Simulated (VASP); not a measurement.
Write the native input for VASP 6.6.1 that does the following.

* Task: single point
* Functional: PBEsol
* Potentials or basis: VASP PAW PBE potentials, release 64 (Al, N)
* Cutoff: 600 eV
* k mesh: 8 × 8 × 8
* Occupations: fermi-dirac, width 0.02 eV
* Spin: no spin polarisation
* Dipole correction: no
* Further INCAR settings: ALGO = Normal; EDIFF = 1e-06; NBANDS = 11

The structure of AlN lies in POSCAR:

```
AlN
1.0
    0.0000000000      1.9690000000      1.9886900000
    1.9690000000      0.0000000000      1.9886900000
    1.9690000000      1.9690000000      0.0000000000
Al N
1 1
Direct
    0.0000000000      0.0000000000      0.0000000000
    0.5000000000      0.5000000000      0.5000000000
```

One way to write it, as run:

INCAR

```
SYSTEM = AlN
PREC = Accurate
ENCUT = 600
EDIFF = 1E-6
ISMEAR = -1
SIGMA = 0.02
LREAL = .False.
LASPH = .True.
NELM = 120
ALGO = Normal
ISIF = 2
LWAVE = .False.
LCHARG = .False.
GGA = PS
NBANDS = 11
GGA_COMPAT = .False.
```

KPOINTS

```
regular mesh
0
Gamma
  8 8 8
  0 0 0
```

Potentials or basis: VASP PAW PBE potentials, release 64 (Al, N).

Launch:

```bash
$ cat potpaw_PBE.64/Al/POTCAR potpaw_PBE.64/N/POTCAR > POTCAR
$ mpirun -np 1 vasp_std > vasp.out
```

It gave:

```
Pressure               : 21.2 GPa
Band gap on the k mesh : 4.93 eV, indirect (least direct gap 6.65 eV)
```

Caveat: the PAW data sets were made with another functional, which shifts forces and pressure a little.

Run time: 5.1 s on 1 thread of Intel Xeon 6975P-C (shared host), peak memory 0.14 GiB.
